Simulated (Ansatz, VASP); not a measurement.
# Two plane-wave programs on W

The input INCAR:

```
SYSTEM = W
  PREC = Accurate
  ENCUT = 400
  EDIFF = 1E-6
  ISMEAR = -1
  SIGMA = 0.1
  LREAL = .FALSE.
  LASPH = .TRUE.
  NELM = 120
  ALGO = Normal
  ISIF = 2
  LWAVE = .FALSE.
  LCHARG = .FALSE.
  GGA = PE
  NBANDS = 88
  GGA_COMPAT = .FALSE.
```

The input KPOINTS:

```
regular mesh
0
G
  2 3 3
  0 0 0
```

The input POSCAR:

```
W
1.0
   -4.7470350000      4.7470350000      4.7470350000
    3.1646900000     -3.1646900000      3.1646900000
    3.1646900000      3.1646900000     -3.1646900000
W
11
Direct
    0.0000000000      0.0000000000      0.5000000000
    0.0000000000      0.5000000000      0.0000000000
    0.0000000000      0.5000000000      0.5000000000
    0.3333333333      0.0000000000      0.0000000000
    0.3333333333      0.0000000000      0.5000000000
    0.3333333333      0.5000000000      0.0000000000
    0.3333333333      0.5000000000      0.5000000000
    0.6666666667      0.0000000000      0.0000000000
    0.6666666667      0.0000000000      0.5000000000
    0.6666666667      0.5000000000      0.0000000000
    0.6666666667      0.5000000000      0.5000000000
```

Input for Ansatz:

```yaml
crystal:
  lattice:
    - [-1.582345, 1.582345, 1.582345]
    - [1.582345, -1.582345, 1.582345]
    - [1.582345, 1.582345, -1.582345]
  atoms:
    - { symbol: W, position: [0.0, 0.0, 0.0] }
  supercell: [3, 2, 2]
  defects:
    - { vacancy: 0 }
kpoints:
  mp_grid:
    grid: [2, 3, 3]
hamiltonian:
  pseudopotentials:
    kind: paw
scf:
  occupations:
    method: fermi_dirac
    width: 0.1
output:
  forces: true
  eigenvalues: true
```

Alike in both runs: task single point; functional PBE; k mesh 2 × 3 × 3; occupations fermi-dirac, width 0.1 eV; no spin polarisation.

|  | VASP | Ansatz |
| --- | --- | --- |
| version | VASP 6.6.1 | Ansatz 0.2.0 |
| potentials or method | VASP PAW PBE potentials, release 64 (W_sv) | plane waves, PAW |
| plane-wave cutoff (eV) | 400 | 420 |
| valence electrons in the cell | 154 | 154 |

|  | VASP | Ansatz | Ansatz less VASP |
| --- | --- | --- | --- |
| gap on the k mesh at the Fermi level (eV) | none | none | - |
| rms of the force components (eV/Å) | 0.330 | 0.324 | -0.0057 |

Atom by atom the forces differ by 0.006 eV/Å (rms over components). A gap of «none» marks a metal or a gap that the smearing closes. With one functional, cell and mesh, what is left measures potentials, basis and numerics.

The k mesh is coarse, so the values compare programs but aren't converged. Neither program's run includes spin-orbit coupling.
